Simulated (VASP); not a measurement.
Wanted: the native input for a VASP 6.6.1 run.

```
Task                   : single point
Functional             : PBE
Dispersion             : D3(BJ)
Potentials or basis    : VASP PAW PBE potentials, release 64 (Al)
Cutoff                 : 520 eV
k mesh                 : 18 × 18 × 3
Occupations            : gaussian, width 0.15 eV
Spin                   : no spin polarisation
Dipole correction      : no
Further INCAR settings : ALGO = Fast; EDIFF = 1e-07; NBANDS = 18
```

The structure of Al lies in POSCAR:

```
Al
1.0
   -2.8035700760      0.0000000000      0.0000000000
   -1.4017850380     -2.4279629071      0.0000000000
   -2.0248006104     -1.8884155944     14.0252688885
Al
6
Direct
    0.6388833333      0.6018388889      0.0833500000
    0.5277722222      0.3425796296      0.4166833333
    0.4166611111      0.0833203704      0.7500166667
    0.0277722222     -0.3796425926      0.9166833333
    0.2499944444      0.1388759259      0.2500166667
    0.1388833333     -0.1203833333      0.5833500000
```

These files were run (other wordings do the same):

INCAR

```
SYSTEM = Al
PREC = Accurate
ENCUT = 520
EDIFF = 1E-7
ISMEAR = 0
SIGMA = 0.15
LREAL = .False.
LASPH = .True.
NELM = 80
ALGO = Fast
ISIF = 2
LWAVE = .False.
LCHARG = .False.
GGA = PE
IVDW = 12
NBANDS = 18
```

KPOINTS

```
regular mesh
0
Gamma
  18 18 3
  0 0 0
```

Potentials or basis: VASP PAW PBE potentials, release 64 (Al).

Launch:

```bash
$ cat potpaw_PBE.64/Al/POTCAR > POTCAR
$ mpirun -np 1 vasp_std > vasp.out
```

It gave:

```
Pressure                   : 1.2 GPa
Largest force              : 0.973 eV/Å
Band gap on the k mesh     : zero (band 9 reaches 12.05 eV, above the bottom of band 10 at 6.51 eV)
Dispersion energy per atom : -0.349 eV
```

Caveat: pairwise dispersion overbinds metals, which lowers pressure and volume.

Wall time 14 min on 1 thread of Intel(R) Xeon(R) Platinum 8259CL CPU @ 2.50GHz (Skylake/Cascade Lake), on a shared host, peak memory 0.69 GiB.
